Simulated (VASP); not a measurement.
# BN (P6_3mc) in VASP: settings compared

The runs below take BN through single point, relaxation of shape and atoms at fixed volume, with PBE, PBE-based global hybrid with 35 % exact exchange, HSE06.

Everything below comes from runs of VASP 6.6.1. Logs are shortened: lines on timing, memory, paths and dates and some standing lists are left out, and cuts for length are marked.

### Step 1. The cell of the first run

Symmetry: P6_3mc, No. 186, hexagonal system. The conventional cell has a = 2.537 Å, b = 2.537 Å, c = 4.196 Å, α = 90.00°, β = 90.00°, γ = 120.00°. B (site symmetry 3m) has 4 N at 1.56 to 1.57 Å within 2.1 Å. Within 2.1 Å of N (site symmetry 3m) lie 4 B at 1.56 to 1.57 Å.

### Step 2. Single point, PBE

Input file INCAR:

```
SYSTEM = BN
PREC = Accurate
ENCUT = 520
EDIFF = 1E-6
ISMEAR = 0
SIGMA = 0.05
LREAL = .FALSE.
LASPH = .TRUE.
NELM = 60
ALGO = Normal
ISIF = 2
LWAVE = .FALSE.
LCHARG = .FALSE.
GGA = PE
NBANDS = 16
```

Input file KPOINTS:

```
regular mesh
0
G
  6 6 4
  0 0 0
```

Input file POSCAR:

```
BN
1.0
    2.5369300260      0.0000000000      0.0000000000
   -1.2684650130      2.1970458501      0.0000000000
    0.0000000000      0.0000000000      4.1959171737
B N
2 2
Direct
    0.6666666667      0.3333333333      0.0002721794
    0.3333333333      0.6666666667      0.5002721794
    0.6666666667      0.3333333333      0.3747278206
    0.3333333333      0.6666666667      0.8747278206
```

Potentials or basis: VASP PAW PBE potentials, release 64 (B, N).

On the command line:

```bash
$ cat potpaw_PBE.64/B/POTCAR potpaw_PBE.64/N/POTCAR > POTCAR
$ mpirun -np 1 vasp_std > vasp.out
```

OUTCAR:

```text
SYSTEM = BN
   PREC = Accurate
   ENCUT = 520
   EDIFF = 1E-6
   ISMEAR = 0
   LREAL = .FALSE.
   LASPH = .TRUE.
   NELM = 60
   ISIF = 2
   GGA = PE

 ion  position               nearest neighbor table
   1  0.667  0.333  0.000-   4 1.56   4 1.56   4 1.56   3 1.57
   2  0.333  0.667  0.500-   3 1.56   3 1.56   3 1.56   4 1.57
   3  0.667  0.333  0.375-   2 1.56   2 1.56   2 1.56   1 1.57
   4  0.333  0.667  0.875-   1 1.56   1 1.56   1 1.56   2 1.57

  LATTYP: Found a hexagonal cell.
 ALAT       =     2.5369300260
 C/A-ratio  =     1.6539349256

  Lattice vectors:

 A1 = (   2.5369300260,   0.0000000000,   0.0000000000)
 A2 = (  -1.2684650130,   2.1970458501,   0.0000000000)
 A3 = (   0.0000000000,   0.0000000000,   4.1959171737)

Analysis of symmetry for initial positions (statically):
=====================================================================
 Subroutine PRICEL returns:
 Original cell was already a primitive cell.

 Routine SETGRP: Setting up the symmetry group for a
 hexagonal supercell.

 Subroutine GETGRP returns: Found 12 space group operations
 (whereof  6 operations were pure point group operations)
 out of a pool of 24 trial point group operations.

The static configuration has the point symmetry C_3v.
 The point group associated with its full space group is C_6v.

Analysis of symmetry for dynamics (positions and initial velocities):
=====================================================================
 Subroutine PRICEL returns:
 Original cell was already a primitive cell.

 Routine SETGRP: Setting up the symmetry group for a
 hexagonal supercell.

 Subroutine GETGRP returns: Found 12 space group operations
 (whereof  6 operations were pure point group operations)
 out of a pool of 24 trial point group operations.

The dynamic configuration has the point symmetry C_3v.
 The point group associated with its full space group is C_6v.

 Subroutine INISYM returns: Found 12 space group operations
 (whereof  6 operations are pure point group operations),
 and found     1 'primitive' translations

----------------------------------------------------------------------------------------

                                     Primitive cell

  volume of cell :      23.3870

  direct lattice vectors                    reciprocal lattice vectors
     2.536930026  0.000000000  0.000000000     0.394177210  0.227578318  0.000000000
    -1.268465013  2.197045850  0.000000000     0.000000000  0.455156637  0.000000000
     0.000000000  0.000000000  4.195917174     0.000000000  0.000000000  0.238326916

  length of vectors
     2.536930026  2.536930026  4.195917174     0.455156637  0.455156637  0.238326916

  position of ions in fractional coordinates (direct lattice)
     0.666666667  0.333333333  0.000272179
     0.333333333  0.666666667  0.500272179
     0.666666667  0.333333333  0.374727821
     0.333333333  0.666666667  0.874727821

  ion indices of the primitive-cell ions
   primitive index   ion index
                 1           1
                 2           2
                 3           3
                 4           4

----------------------------------------------------------------------------------------

 KPOINTS: regular mesh

Automatic generation of k-mesh.
 Grid dimensions read from file:
 generate k-points for:    6    6    4

 Generating k-lattice:

  Cartesian coordinates                     Fractional coordinates (reciprocal lattice)
     0.065696202  0.037929720  0.000000000     0.166666667  0.000000000  0.000000000
     0.000000000  0.075859439  0.000000000     0.000000000  0.166666667  0.000000000
     0.000000000  0.000000000  0.059581729     0.000000000  0.000000000  0.250000000

  Length of vectors
     0.075859439  0.075859439  0.059581729

  Shift w.r.t. Gamma in fractional coordinates (k-lattice)
     0.000000000  0.000000000  0.000000000

 Subroutine IBZKPT returns following result:
 ===========================================

 Found     21 irreducible k-points:

 Following reciprocal coordinates:
            Coordinates               Weight
  0.000000  0.000000  0.000000      1.000000
  0.166667  0.000000  0.000000      6.000000
  0.333333  0.000000  0.000000      6.000000
  0.500000  0.000000  0.000000      3.000000
  0.166667  0.166667  0.000000      6.000000
  0.333333  0.166667  0.000000     12.000000
[... 13 lines left out ...]
  0.333333  0.166667  0.500000     12.000000
  0.333333  0.333333  0.500000      2.000000
   k-points           NKPTS =     21   k-points in BZ     NKDIM =     21   number of bands    NBANDS=     16
   number of dos      NEDOS =    301   number of ions     NIONS =      4
   total plane-waves  NPLWV =  12800
   dimension x,y,z NGX =    20 NGY =   20 NGZ =   32
   dimension x,y,z NGXF=    40 NGYF=   40 NGZF=   64
   ions per type =               2   2
   NGX,Y,Z   is equivalent  to a cutoff of  13.11, 13.11, 12.68 a.u.
   NGXF,Y,Z  is equivalent  to a cutoff of  26.21, 26.21, 25.36 a.u.
 SYSTEM =  BN
   PREC   = accura    normal or accurate (medium, high low for compatibility)
   ISTART =      0    job   : 0-new  1-cont  2-samecut
   ICHARG =      2    charge: 1-file 2-atom 10-const
   ISPIN  =      1    spin polarized calculation?
   LNONCOLLINEAR =      F non collinear calculations
   LSORBIT =      F    spin-orbit coupling
   LASPH  =      T    aspherical Exc in radial PAW
   ENCUT  =  520.0 eV  38.22 Ry    6.18 a.u.   4.72  4.72  7.80*2*pi/ulx,y,z
   NELM   =     60;   NELMIN=  2; NELMDL= -5     # of ELM steps
   EDIFF  = 0.1E-05   stopping-criterion for ELM
   LREAL  =      F    real-space projection
   EDIFFG = 0.1E-04   stopping-criterion for IOM
   NSW    =      0    number of steps for IOM
   IBRION =     -1    ionic relax: 0-MD 1-quasi-New 2-CG
   NFREE  =      0    steps in history (QN), initial steepest desc. (CG)
   ISIF   =      2    stress and relaxation
   ISYM   =      2    0-nonsym 1-usesym 2-fastsym
   POTIM  = 0.5000    time-step for ionic-motion
   TEBEG  =    0.0;   TEEND  =   0.0 temperature during run
   PSTRESS=    0.0 pullay stress
   NELECT =      16.0000    total number of electrons
   NUPDOWN=      -1.0000    fix difference up-down
   EMIN   =  10.00;   EMAX   =-10.00  energy-range for DOS
   EFERMI =   0.00;   METHOD = LEGACY
   ISMEAR =     0;   SIGMA  =   0.05  broadening in eV -4-tet -1-fermi 0-gaus
   EFERMI_NEDOS =   21; number of points for ismear=-14 and -15
   IALGO  =     38    algorithm
   IMIX   =      4    mixing-type and parameters
     AMIX     =   0.40;   BMIX     =  1.00
     AMIX_MAG =   1.60;   BMIX_MAG =  1.00
  volume/ion in A,a.u.               =       5.85        39.46
  Fermi-wavevector in a.u.,A,eV,Ry     =   1.442525  2.725977 28.312065  2.080878
  Thomas-Fermi vector in A             =   2.561035
   LORBIT       =      0    0 simple, 1 ext, 2 COOP (PROOUT), +10 PAW based schemes
   GGA     = PE    functional components
   LHFCALC =     F    Hartree Fock is set to
   AEXX    =    0.0000 exact exchange contribution
   IVDW    =     0    specifies the selected vdW correction
   LEPSILON=     F    determine dielectric tensor
   LRPA    =     F    only Hartree local field effects (RPA)
 non-spin polarized calculation
 Gauss-broadening in eV      SIGMA  =   0.05
  energy-cutoff  :      520.00
  volume of cell :       23.39
 maximum number of plane-waves:       652
 NGX is ok and might be reduce to    20
   NGX =  9   NGY =  9   NGZ = 15

 number of electron      15.9999999 magnetization

 Free energy of the ion-electron system (eV)
  ---------------------------------------------------
  ext. energy  EPLUGINS =         0.00000000
  ---------------------------------------------------
  free energy    TOTEN  =       -34.81489859 eV

  energy without entropy =      -34.81489859  energy(sigma->0) =      -34.81489859

 E-fermi :   7.9824     XC(G=0): -12.8628

 val. band max:        7.6925069793   @ k =   0.0000   0.0000   0.0000
 cond. band min:      12.8586853513   @ k =   0.3333   0.3333   0.0000
 fundamental gap:      5.1661783720
 Fermi energy:         7.9823718399

 k-point     1 :       0.0000    0.0000    0.0000
  band No.  band energies     occupation
      1     -12.8366      2.00000
      2      -8.6332      2.00000
      3      -3.3295      2.00000
      4       5.5439      2.00000
      5       5.5439      2.00000
      6       7.4124      2.00000
[... 8 lines left out ...]
     15      19.6714      0.00000
     16      24.0460      0.00000

 k-point     2 :       0.1667    0.0000    0.0000
  band No.  band energies     occupation
      1     -12.2315      2.00000
      2      -8.1806      2.00000
      3      -2.7317      2.00000
      4       3.1704      2.00000
      5       4.5864      2.00000
      6       5.6928      2.00000
[... 8 lines left out ...]
     15      21.2793      0.00000
     16      23.1240      0.00000

 k-point     3 :       0.3333    0.0000    0.0000
  band No.  band energies     occupation
      1     -10.5182      2.00000
      2      -7.2131      2.00000
      3      -1.0824      2.00000
      4      -0.5776      2.00000
      5       2.1307      2.00000
      6       3.2042      2.00000
[... 8 lines left out ...]
     15      23.6517      0.00000
     16      24.2353      0.00000

 k-point     4 :       0.5000    0.0000    0.0000
  band No.  band energies     occupation
      1      -8.6949      2.00000
      2      -7.4064      2.00000
      3      -1.8732      2.00000
      4      -0.1699      2.00000
      5       0.7170      2.00000
      6       2.6530      2.00000
[... 8 lines left out ...]
     15      24.2731      0.00000
     16      25.6606      0.00000
[... 267 lines left out ...]
 k-point    19 :       0.1667    0.1667    0.5000
  band No.  band energies     occupation
      1      -9.7181      2.00000
      2      -9.7181      2.00000
      3       1.0293      2.00000
      4       1.0293      2.00000
      5       3.3336      2.00000
      6       3.3336      2.00000
[... 8 lines left out ...]
     15      22.6347      0.00000
     16      22.6347      0.00000

 k-point    20 :       0.3333    0.1667    0.5000
  band No.  band energies     occupation
      1      -8.0682      2.00000
      2      -8.0682      2.00000
      3      -1.4602      2.00000
      4      -1.4602      2.00000
      5       2.0719      2.00000
      6       2.0719      2.00000
[... 8 lines left out ...]
     15      24.0634      0.00000
     16      24.0634      0.00000

 k-point    21 :       0.3333    0.3333    0.5000
  band No.  band energies     occupation
      1      -7.3194      2.00000
      2      -7.3194      2.00000
      3      -1.2105      2.00000
      4      -1.2105      2.00000
      5      -0.1292      2.00000
      6      -0.1292      2.00000
[... 8 lines left out ...]
     15      24.5285      0.00000
     16      24.5285      0.00000

------------------------ aborting loop because EDIFF is reached ----------------------------------------

  FORCE on cell =-STRESS in cart. coord.  units (eV):
  Direction    XX          YY          ZZ          XY          YZ          ZX
  --------------------------------------------------------------------------------------
  -------------------------------------------------------------------------------------
  Total        1.2155933      1.2155933      1.1934951      0.0000000      0.0000000      0.0000000
  in kB       83.2768619     83.2768619     81.7629792      0.0000000      0.0000000      0.0000000
  external PRESSURE =      82.7722343 kB  Pullay stress =       0.0000000 kB

 VOLUME and BASIS-vectors are now :
 -----------------------------------------------------------------------------
  energy-cutoff  :      520.00
  volume of cell :       23.39
      direct lattice vectors                 reciprocal lattice vectors
     2.536930026  0.000000000  0.000000000     0.394177210  0.227578318  0.000000000
    -1.268465013  2.197045850  0.000000000     0.000000000  0.455156637  0.000000000
     0.000000000  0.000000000  4.195917174     0.000000000  0.000000000  0.238326916

 POSITION                                       TOTAL-FORCE (eV/Angst)
 -----------------------------------------------------------------------------------
      1.26847      0.73235      0.00114        -0.000000      0.000000     -0.003420
     -0.00000      1.46470      2.09910         0.000000     -0.000000     -0.003420
      1.26847      0.73235      1.57233         0.000000      0.000000      0.003420
     -0.00000      1.46470      3.67029         0.000000     -0.000000      0.003420
 -----------------------------------------------------------------------------------
    total drift:                               -0.000000     -0.000000     -0.000450

  FREE ENERGIE OF THE ION-ELECTRON SYSTEM (eV)
  ---------------------------------------------------
  free  energy   TOTEN  =       -34.8148985882 eV

  energy  without entropy=      -34.8148985882  energy(sigma->0) =      -34.81489859
```

Wall time 5.7 s (1 thread of Intel Xeon Platinum 8488C (Sapphire Rapids), shared host); peak memory 0.12 GiB.

What came out:

```yaml
Free_energy: -34.8149 eV
Pressure: 8.3 GPa
Largest_force: 0.003 eV/Å
Band_gap_on_the_k_mesh: 5.17 eV (least direct gap 8.36 eV)
```

Forces in eV/Å, atoms in the order of the input:
```
B    0.000  0.000 -0.003
B    0.000  0.000 -0.003
N    0.000  0.000  0.003
N    0.000  0.000  0.003
```

Caveat: the k points lie up to 0.48 Å⁻¹ apart. A k mesh can miss the band edges.

(Continued in part 2 of 2.)
